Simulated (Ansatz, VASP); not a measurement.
PbS: VASP beside Ansatz

POSCAR

```
PbS
1.0
    0.0000000000      2.9657500000      2.9657500000
    2.9657500000      0.0000000000      2.9657500000
    2.9657500000      2.9657500000      0.0000000000
Pb S
1 1
Direct
    0.0000000000      0.0000000000      0.0000000000
    0.5000000000      0.5000000000      0.5000000000
```

The input INCAR.step1:

```
SYSTEM = PbS
ALGO = Normal ; EDIFF = 1E-4
ENCUT = 520 ; GGA = PE
ISMEAR = -1 ; LASPH = .TRUE.
LCHARG = .FALSE. ; LREAL = .FALSE.
LWAVE = .TRUE. ; NBANDS = 17
NELM = 80 ; PREC = Accurate
SIGMA = 0.05
```

Contents of INCAR.step2:

```
SYSTEM = PbS
ALGO = Normal ; EDIFF = 1E-7
ENCUT = 520 ; ISIF = 2
ISMEAR = -1 ; ISTART = 1
LASPH = .TRUE. ; LCHARG = .FALSE.
LMIXTAU = .TRUE. ; LREAL = .FALSE.
LWAVE = .FALSE. ; METAGGA = R2SCAN
NBANDS = 17 ; NELM = 80
PREC = Accurate ; SIGMA = 0.05
```

The input KPOINTS:

```
k-points
0
G
  8 8 8
  0 0 0
```

input.yaml

```yaml
crystal:
  lattice:
    - [0.0, 2.96575, 2.96575]
    - [2.96575, 0.0, 2.96575]
    - [2.96575, 2.96575, 0.0]
  atoms:
    - { symbol: Pb, position: [0.0, 0.0, 0.0] }
    - { symbol: S, position: [0.5, 0.5, 0.5] }
hamiltonian:
  xc: r2scan
  pseudopotentials: { kind: paw }
kpoints:
  mp_grid: { grid: [8, 8, 8] }
  band_path:
    path:
      - [[0.0, 0.0, 0.0], [0.5, 0.0, 0.5], [0.5, 0.25, 0.75], [0.375, 0.375, 0.75], [0.0, 0.0, 0.0], [0.5, 0.5, 0.5], [0.625, 0.25, 0.625], [0.5, 0.25, 0.75], [0.5, 0.5, 0.5], [0.375, 0.375, 0.75]]
      - [[0.625, 0.25, 0.625], [0.5, 0.0, 0.5]]
    npoints: 14
scf:
  occupations: { method: fermi_dirac, width: 0.05 }
  n_extra_bands: 6
output:
  forces: true
  stress: true
  eigenvalues: true
  fatbands: false
```

Alike in both runs: functional r2SCAN; k mesh 8 × 8 × 8; occupations fermi-dirac, width 0.05 eV; no spin polarisation.

```csv
,VASP,Ansatz
version,VASP 6.6.1,Ansatz 0.2.0
potentials or method,"VASP PAW PBE potentials, release 64 (Pb_d, S)",Ansatz PAW
plane-wave cutoff (eV),520,500
valence electrons in the cell,20,20
task,single point,band structure
```

```csv
,VASP,Ansatz,Ansatz less VASP
gap on the k mesh at the Fermi level (eV),0.62,0.61,-0.010
least direct gap on the mesh (eV),0.62,0.61,-0.010
pressure (GPa),1.3,1.3,+0.02
```

VASP's potentials were made for PBE, not for r2SCAN. With one functional, cell and mesh, what is left measures potentials, basis and numerics.

Neither program's run includes spin-orbit coupling.
